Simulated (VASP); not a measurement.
Y4SiGe2, 7 atoms in the cell. The typed cell holds 7 atoms: a = 5.581 Å, b = 5.588 Å, c = 8.374 Å, α = 70.63°, β = 109.77°, γ = 120.08°. 

* Program: VASP 6.6.1
* Task: single point
* Functional: r2SCAN
* Potentials or basis: VASP PAW PBE potentials, release 64 (Ge_d, Si, Y_sv)
* Cutoff: 520 eV
* k mesh: 4 × 4 × 3, shifted
* Occupations: fermi-dirac, width 0.0141 eV
* Spin: no spin polarisation
* Dipole correction: no
* Further INCAR settings: ALGO = Normal; EDIFF = 1e-07; NBANDS = 47

Potentials or basis: VASP PAW PBE potentials, release 64 (Ge_d, Si, Y_sv).

Launch:

```bash
$ cat potpaw_PBE.64/Ge_d/POTCAR potpaw_PBE.64/Si/POTCAR potpaw_PBE.64/Y_sv/POTCAR > POTCAR
$ cp INCAR.step1 INCAR
$ mpirun -np 1 vasp_std > vasp.out
$ cp INCAR.step2 INCAR
$ mpirun -np 1 vasp_std > vasp.out
```

Hardware: 1 thread of Intel(R) Xeon(R) Platinum 8259CL CPU @ 2.50GHz (Skylake/Cascade Lake), on a shared host.

Estimate the wall time of this run.

Wall time 32 min on 1 thread of Intel(R) Xeon(R) Platinum 8259CL CPU @ 2.50GHz (Skylake/Cascade Lake) (shared host), peak memory 0.49 GiB. Counts: k points 24.
